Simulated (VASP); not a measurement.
# YW (Fm-3m) in VASP: notebook

YW is run at these levels: PBE; tasks: single point, relaxation of cell and atoms.

All numbers are computed with VASP 6.6.1; they aren't measurements. Logs are shortened: lines on timing, memory, paths and dates and some standing lists are left out, and cuts for length are marked.

**1. The cell of the first run**

It takes space group Fm-3m (No. 225, cubic). The conventional cell has a = 5.578 Å, b = 5.578 Å, c = 5.578 Å, α = 90.00°, β = 90.00°, γ = 90.00°. Within 3.7 Å of Y (site symmetry m-3m) lie 6 W at 2.79 Å. W (site symmetry m-3m) has 6 Y at 2.79 Å within 3.7 Å.

**2. Single point, PBE**

INCAR reads:

```
PREC = Accurate
ENCUT = 520
EDIFF = 1E-6
ISMEAR = 0
SIGMA = 0.1
LREAL = False
LASPH = True
NELM = 80
ALGO = Normal
ISIF = 2
LWAVE = False
LCHARG = False
GGA = PE
NBANDS = 20
```

KPOINTS reads:

```
Automatic mesh
0
Gamma
  6 6 6
```

POSCAR reads:

```
YW
1.0
    0.0000000000      2.7890690715      2.7890690715
    2.7890690715      0.0000000000      2.7890690715
    2.7890690715      2.7890690715      0.0000000000
Y W
1 1
Direct
    0.0000000000      0.0000000000      0.0000000000
    0.5000000000      0.5000000000      0.5000000000
```

Potentials or basis: VASP PAW PBE potentials, release 64 (Y_sv, W_sv).

On the command line:

```bash
$ cat potpaw_PBE.64/Y_sv/POTCAR potpaw_PBE.64/W_sv/POTCAR > POTCAR
$ mpirun -np 1 vasp_std > vasp.out
```

OUTCAR:

```text
PREC = Accurate
   ENCUT = 520
   EDIFF = 1E-6
   ISMEAR = 0
   LREAL = False
   LASPH = True
   NELM = 80
   ISIF = 2
   GGA = PE

 ion  position               nearest neighbor table
   1  0.000  0.000  0.000-   2 2.79   2 2.79   2 2.79   2 2.79   2 2.79   2 2.79
   2  0.500  0.500  0.500-   1 2.79   1 2.79   1 2.79   1 2.79   1 2.79   1 2.79

  LATTYP: Found a face centered cubic cell.
 ALAT       =     5.5781381430

  Lattice vectors:

 A1 = (   0.0000000000,   2.7890690715,   2.7890690715)
 A2 = (   2.7890690715,   0.0000000000,   2.7890690715)
 A3 = (   2.7890690715,   2.7890690715,   0.0000000000)

Analysis of symmetry for initial positions (statically):
=====================================================================
 Subroutine PRICEL returns:
 Original cell was already a primitive cell.

 Routine SETGRP: Setting up the symmetry group for a
 face centered cubic supercell.

 Subroutine GETGRP returns: Found 48 space group operations
 (whereof 48 operations were pure point group operations)
 out of a pool of 48 trial point group operations.

The static configuration has the point symmetry O_h .

Analysis of symmetry for dynamics (positions and initial velocities):
=====================================================================
 Subroutine PRICEL returns:
 Original cell was already a primitive cell.

 Routine SETGRP: Setting up the symmetry group for a
 face centered cubic supercell.

 Subroutine GETGRP returns: Found 48 space group operations
 (whereof 48 operations were pure point group operations)
 out of a pool of 48 trial point group operations.

The dynamic configuration has the point symmetry O_h .

 Subroutine INISYM returns: Found 48 space group operations
 (whereof 48 operations are pure point group operations),
 and found     1 'primitive' translations

----------------------------------------------------------------------------------------

                                     Primitive cell

  volume of cell :      43.3918

  direct lattice vectors                    reciprocal lattice vectors
     0.000000000  2.789069072  2.789069072    -0.179271286  0.179271286  0.179271286
     2.789069072  0.000000000  2.789069072     0.179271286 -0.179271286  0.179271286
     2.789069072  2.789069072  0.000000000     0.179271286  0.179271286 -0.179271286

  length of vectors
     3.944339307  3.944339307  3.944339307     0.310506976  0.310506976  0.310506976

  position of ions in fractional coordinates (direct lattice)
     0.000000000  0.000000000  0.000000000
     0.500000000  0.500000000  0.500000000

  ion indices of the primitive-cell ions
   primitive index   ion index
                 1           1
                 2           2

----------------------------------------------------------------------------------------

 KPOINTS: Automatic mesh

Automatic generation of k-mesh.
 Grid dimensions read from file:
 generate k-points for:    6    6    6

 Generating k-lattice:

  Cartesian coordinates                     Fractional coordinates (reciprocal lattice)
    -0.029878548  0.029878548  0.029878548     0.166666667  0.000000000  0.000000000
     0.029878548 -0.029878548  0.029878548     0.000000000  0.166666667  0.000000000
     0.029878548  0.029878548 -0.029878548     0.000000000  0.000000000  0.166666667

  Length of vectors
     0.051751163  0.051751163  0.051751163

  Shift w.r.t. Gamma in fractional coordinates (k-lattice)
     0.000000000  0.000000000  0.000000000

 Subroutine IBZKPT returns following result:
 ===========================================

 Found     16 irreducible k-points:

 Following reciprocal coordinates:
            Coordinates               Weight
  0.000000  0.000000  0.000000      1.000000
  0.166667  0.000000  0.000000      8.000000
  0.333333  0.000000  0.000000      8.000000
  0.500000  0.000000  0.000000      4.000000
  0.166667  0.166667  0.000000      6.000000
  0.333333  0.166667  0.000000     24.000000
[... 8 lines left out ...]
 -0.333333  0.333333  0.166667     24.000000
 -0.333333  0.500000  0.166667     12.000000
   k-points           NKPTS =     16   k-points in BZ     NKDIM =     16   number of bands    NBANDS=     20
   number of dos      NEDOS =    301   number of ions     NIONS =      2
   total plane-waves  NPLWV =  27000
   dimension x,y,z NGX =    30 NGY =   30 NGZ =   30
   dimension x,y,z NGXF=    60 NGYF=   60 NGZF=   60
   ions per type =               1   1
   NGX,Y,Z   is equivalent  to a cutoff of  12.64, 12.64, 12.64 a.u.
   NGXF,Y,Z  is equivalent  to a cutoff of  25.29, 25.29, 25.29 a.u.
 SYSTEM =  unknown system
   PREC   = accura    normal or accurate (medium, high low for compatibility)
   ISTART =      0    job   : 0-new  1-cont  2-samecut
   ICHARG =      2    charge: 1-file 2-atom 10-const
   ISPIN  =      1    spin polarized calculation?
   LNONCOLLINEAR =      F non collinear calculations
   LSORBIT =      F    spin-orbit coupling
   LASPH  =      T    aspherical Exc in radial PAW
   ENCUT  =  520.0 eV  38.22 Ry    6.18 a.u.   7.33  7.33  7.33*2*pi/ulx,y,z
   NELM   =     80;   NELMIN=  2; NELMDL= -5     # of ELM steps
   EDIFF  = 0.1E-05   stopping-criterion for ELM
   LREAL  =      F    real-space projection
   EDIFFG = 0.1E-04   stopping-criterion for IOM
   NSW    =      0    number of steps for IOM
   IBRION =     -1    ionic relax: 0-MD 1-quasi-New 2-CG
   NFREE  =      0    steps in history (QN), initial steepest desc. (CG)
   ISIF   =      2    stress and relaxation
   ISYM   =      2    0-nonsym 1-usesym 2-fastsym
   POTIM  = 0.5000    time-step for ionic-motion
   TEBEG  =    0.0;   TEEND  =   0.0 temperature during run
   PSTRESS=    0.0 pullay stress
   NELECT =      25.0000    total number of electrons
   NUPDOWN=      -1.0000    fix difference up-down
   EMIN   =  10.00;   EMAX   =-10.00  energy-range for DOS
   EFERMI =   0.00;   METHOD = LEGACY
   ISMEAR =     0;   SIGMA  =   0.10  broadening in eV -4-tet -1-fermi 0-gaus
   EFERMI_NEDOS =   21; number of points for ismear=-14 and -15
   IALGO  =     38    algorithm
   IMIX   =      4    mixing-type and parameters
     AMIX     =   0.40;   BMIX     =  1.00
     AMIX_MAG =   1.60;   BMIX_MAG =  1.00
  volume/ion in A,a.u.               =      21.70       146.41
  Fermi-wavevector in a.u.,A,eV,Ry     =   1.362236  2.574252 25.248139  1.855686
  Thomas-Fermi vector in A             =   2.488743
   LORBIT       =      0    0 simple, 1 ext, 2 COOP (PROOUT), +10 PAW based schemes
   GGA     = PE    functional components
   LHFCALC =     F    Hartree Fock is set to
   AEXX    =    0.0000 exact exchange contribution
   IVDW    =     0    specifies the selected vdW correction
   LEPSILON=     F    determine dielectric tensor
   LRPA    =     F    only Hartree local field effects (RPA)
 non-spin polarized calculation
 Gauss-broadening in eV      SIGMA  =   0.10
  energy-cutoff  :      520.00
  volume of cell :       43.39
 maximum number of plane-waves:      1211
 NGX is ok and might be reduce to    30
   NGX = 15   NGY = 15   NGZ = 15

 number of electron      25.0000001 magnetization

 Free energy of the ion-electron system (eV)
  ---------------------------------------------------
  ext. energy  EPLUGINS =         0.00000000
  ---------------------------------------------------
  free energy    TOTEN  =       -15.56892126 eV

  energy without entropy =      -15.55224015  energy(sigma->0) =      -15.56058070

 E-fermi :   5.7431     XC(G=0): -11.4110

 val. band max:        5.6709741426   @ k =   0.3333   0.1667   0.0000
 cond. band min:       5.7440227007   @ k =   0.5000   0.3333   0.1667
 fundamental gap:      0.0730485581
 Fermi energy:         5.7431271089

 k-point     1 :       0.0000    0.0000    0.0000
  band No.  band energies     occupation
      1     -67.5500      2.00000
      2     -35.1268      2.00000
      3     -31.8286      2.00000
      4     -31.8286      2.00000
      5     -31.8286      2.00000
      6     -15.1769      2.00000
[... 12 lines left out ...]
     19      15.4715      0.00000
     20      15.4715      0.00000

 k-point     2 :       0.1667    0.0000    0.0000
  band No.  band energies     occupation
      1     -67.5497      2.00000
      2     -35.1338      2.00000
      3     -31.8292      2.00000
      4     -31.8292      2.00000
      5     -31.8190      2.00000
      6     -15.2696      2.00000
[... 12 lines left out ...]
     19      13.2875      0.00000
     20      14.0829      0.00000

 k-point     3 :       0.3333    0.0000    0.0000
  band No.  band energies     occupation
      1     -67.5491      2.00000
      2     -35.1476      2.00000
      3     -31.8304      2.00000
      4     -31.8304      2.00000
      5     -31.8000      2.00000
      6     -15.4476      2.00000
[... 12 lines left out ...]
     19      11.4514      0.00000
     20      13.0368      0.00000

 k-point     4 :       0.5000    0.0000    0.0000
  band No.  band energies     occupation
      1     -67.5489      2.00000
      2     -35.1545      2.00000
      3     -31.8310      2.00000
      4     -31.8310      2.00000
      5     -31.7905      2.00000
      6     -15.5333      2.00000
[... 12 lines left out ...]
     19      10.5445      0.00000
     20      11.7378      0.00000

 k-point     5 :       0.1667    0.1667    0.0000
  band No.  band energies     occupation
      1     -67.5496      2.00000
      2     -35.1322      2.00000
      3     -31.8331      2.00000
      4     -31.8331      2.00000
      5     -31.8162      2.00000
      6     -15.3106      2.00000
[... 12 lines left out ...]
     19      14.5780      0.00000
     20      15.4299      0.00000

 k-point     6 :       0.3333    0.1667    0.0000
  band No.  band energies     occupation
      1     -67.5491      2.00000
      2     -35.1359      2.00000
      3     -31.8359      2.00000
      4     -31.8349      2.00000
      5     -31.8130      2.00000
      6     -15.4102      2.00000
[... 12 lines left out ...]
     19      13.1663      0.00000
     20      14.4926      0.00000

 k-point     7 :       0.5000    0.1667    0.0000
  band No.  band energies     occupation
      1     -67.5488      2.00000
      2     -35.1412      2.00000
      3     -31.8393      2.00000
      4     -31.8349      2.00000
      5     -31.8062      2.00000
      6     -15.4775      2.00000
[... 12 lines left out ...]
     19      11.1889      0.00000
     20      12.3065      0.00000

 k-point     8 :      -0.3333    0.1667    0.0000
  band No.  band energies     occupation
      1     -67.5489      2.00000
      2     -35.1428      2.00000
      3     -31.8429      2.00000
      4     -31.8311      2.00000
      5     -31.8016      2.00000
      6     -15.4726      2.00000
[... 12 lines left out ...]
     19      11.1161      0.00000
     20      13.5632      0.00000

 k-point     9 :      -0.1667    0.1667    0.0000
  band No.  band energies     occupation
      1     -67.5493      2.00000
      2     -35.1391      2.00000
      3     -31.8380      2.00000
      4     -31.8282      2.00000
      5     -31.8078      2.00000
      6     -15.3780      2.00000
[... 12 lines left out ...]
     19      12.2613      0.00000
     20      15.7592      0.00000

 k-point    10 :       0.3333    0.3333    0.0000
  band No.  band energies     occupation
      1     -67.5489      2.00000
      2     -35.1193      2.00000
      3     -31.8421      2.00000
      4     -31.8421      2.00000
      5     -31.8375      2.00000
      6     -15.4140      2.00000
[... 12 lines left out ...]
     19      14.5948      0.00000
     20      14.5948      0.00000

 k-point    11 :       0.5000    0.3333    0.0000
  band No.  band energies     occupation
      1     -67.5486      2.00000
      2     -35.1144      2.00000
      3     -31.8589      2.00000
      4     -31.8428      2.00000
      5     -31.8349      2.00000
      6     -15.3952      2.00000
[... 12 lines left out ...]
     19      12.0603      0.00000
     20      12.8372      0.00000

 k-point    12 :      -0.3333    0.3333    0.0000
  band No.  band energies     occupation
      1     -67.5486      2.00000
      2     -35.1262      2.00000
      3     -31.8594      2.00000
      4     -31.8373      2.00000
      5     -31.8169      2.00000
      6     -15.4148      2.00000
[... 12 lines left out ...]
     19      11.6134      0.00000
     20      13.1026      0.00000

 k-point    13 :       0.5000    0.5000    0.0000
  band No.  band energies     occupation
      1     -67.5485      2.00000
      2     -35.1008      2.00000
      3     -31.8715      2.00000
      4     -31.8467      2.00000
      5     -31.8467      2.00000
      6     -15.3884      2.00000
[... 12 lines left out ...]
     19      11.5753      0.00000
     20      12.6826      0.00000

 k-point    14 :       0.5000    0.3333    0.1667
  band No.  band energies     occupation
      1     -67.5488      2.00000
      2     -35.1295      2.00000
      3     -31.8478      2.00000
      4     -31.8398      2.00000
      5     -31.8159      2.00000
      6     -15.4303      2.00000
[... 12 lines left out ...]
     19      11.7368      0.00000
     20      14.3340      0.00000

 k-point    15 :      -0.3333    0.3333    0.1667
  band No.  band energies     occupation
      1     -67.5486      2.00000
      2     -35.1262      2.00000
      3     -31.8520      2.00000
      4     -31.8481      2.00000
      5     -31.8134      2.00000
      6     -15.4170      2.00000
[... 12 lines left out ...]
     19      11.9260      0.00000
     20      12.5522      0.00000

 k-point    16 :      -0.3333    0.5000    0.1667
  band No.  band energies     occupation
      1     -67.5485      2.00000
      2     -35.1127      2.00000
      3     -31.8652      2.00000
      4     -31.8528      2.00000
      5     -31.8236      2.00000
      6     -15.3586      2.00000
[... 12 lines left out ...]
     19      11.7600      0.00000
     20      12.5111      0.00000

------------------------ aborting loop because EDIFF is reached ----------------------------------------

  FORCE on cell =-STRESS in cart. coord.  units (eV):
  Direction    XX          YY          ZZ          XY          YZ          ZX
  --------------------------------------------------------------------------------------
  -------------------------------------------------------------------------------------
  Total        3.0939727      3.0939727      3.0939727      0.0000000      0.0000000      0.0000000
  in kB      114.2402792    114.2402792    114.2402792      0.0000000      0.0000000      0.0000000
  external PRESSURE =     114.2402792 kB  Pullay stress =       0.0000000 kB

 VOLUME and BASIS-vectors are now :
 -----------------------------------------------------------------------------
  energy-cutoff  :      520.00
  volume of cell :       43.39
      direct lattice vectors                 reciprocal lattice vectors
     0.000000000  2.789069072  2.789069072    -0.179271286  0.179271286  0.179271286
     2.789069072  0.000000000  2.789069072     0.179271286 -0.179271286  0.179271286
     2.789069072  2.789069072  0.000000000     0.179271286  0.179271286 -0.179271286

 POSITION                                       TOTAL-FORCE (eV/Angst)
 -----------------------------------------------------------------------------------
      0.00000      0.00000      0.00000        -0.000000      0.000000     -0.000000
      2.78907      2.78907      2.78907         0.000000     -0.000000      0.000000
 -----------------------------------------------------------------------------------
    total drift:                                0.000000      0.000000      0.000000

  FREE ENERGIE OF THE ION-ELECTRON SYSTEM (eV)
  ---------------------------------------------------
  free  energy   TOTEN  =       -15.5689212620 eV

  energy  without entropy=      -15.5522401463  energy(sigma->0) =      -15.56058070
```

It took 18 s on 1 thread of Intel Xeon Platinum 8259CL at 2.50GHz (Skylake/Cascade Lake), shared host; peak memory 0.18 GiB.

Results:

```yaml
Free_energy: -15.5689 eV
Pressure: 11.4 GPa
```

Caveat: spin-orbit coupling is left out, which moves the levels of the heavy elements.

**3. Single point, PBE**

This run uses another cell than the first one, of 24.69 Å³/atom, 1.138 times its volume.

INCAR reads:

```
SYSTEM = YW
PREC = Accurate ; ENCUT = 520
EDIFF = 1E-6 ; ISMEAR = 0
SIGMA = 0.1 ; LREAL = .False.
LASPH = .True. ; NELM = 60
ALGO = Normal ; ISIF = 2
LWAVE = .False. ; LCHARG = .False.
GGA = PE ; NBANDS = 20
```

KPOINTS reads:

```
Automatic mesh
0
Gamma
  6 6 6
  0 0 0
```

POSCAR reads:

```
YW
1.0
    0.0000000000      2.9117382555      2.9117382555
    2.9117382555      0.0000000000      2.9117382555
    2.9117382555      2.9117382555      0.0000000000
Y W
1 1
Direct
    0.0000000000      0.0000000000      0.0000000000
    0.5000000000      0.5000000000      0.5000000000
```

Potentials or basis: VASP PAW PBE potentials, release 64 (Y_sv, W_sv).

On the command line:

```bash
$ cat potpaw_PBE.64/Y_sv/POTCAR potpaw_PBE.64/W_sv/POTCAR > POTCAR
$ mpirun -np 1 vasp_std > vasp.out
```

Run time: 16 s. Hardware: 1 thread of Intel Xeon Platinum 8259CL at 2.50GHz (Skylake/Cascade Lake), shared host; peak memory 0.19 GiB.

Results (log left out):

```yaml
Free_energy: -15.7536 eV
Pressure: -0.3 GPa
```

Levels at points of the mesh, in eV from the Fermi level:
```csv
k point,band 8,band 9,band 10,band 11,band 12,band 13,band 14,band 15,band 16,band 17
"(0.00, 0.00, 0.00)",-21.22,-5.54,-1.63,-1.63,-1.47,-1.47,-1.47,6.12,6.12,6.12
"(0.50, 0.00, 0.00)",-21.29,-2.29,-1.57,0.01,0.01,1.02,1.02,1.27,1.74,1.74
"(0.50, 0.50, 0.00)",-21.27,-2.82,-2.63,-0.88,-0.63,0.65,1.29,1.29,5.02,5.02
```

Caveat: spin-orbit coupling is left out, which moves the levels of the heavy elements.

(Part 1 of 2 ends here.)
